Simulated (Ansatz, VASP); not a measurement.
**Ca2Pd in VASP and in Ansatz**

```
Pd Ca
1.0
     0.00000    3.47781    3.47781
     3.47781    0.00000    3.47781
     3.47781    3.47781    0.00000
Pd Ca
1 2
Direct
  0.00000 0.00000 0.00000
  0.25000 0.25000 0.25000
  0.75000 0.75000 0.75000
```

Alike in both runs: task electric field gradients; functional PBEsol; k mesh 9 × 9 × 9; occupations fermi-dirac, width 0.05 eV; no spin polarisation.

```csv
,VASP,Ansatz
version,VASP 6.6.1,Ansatz 0.2.0
potentials or method,"VASP PAW PBE potentials, release 64 (Pd, Ca_sv), cutoff 400 eV","all-electron PAW with datasets made for the crystal, scalar-relativistic"
```

```csv
,VASP,Ansatz,Ansatz less VASP
pressure (GPa),0.0,0.0,+0.01
```

VASP's potentials were made for PBE, not for PBEsol. Ansatz ran all-electron here, and VASP with PAW potentials. Ansatz's warnings: printed levels off.
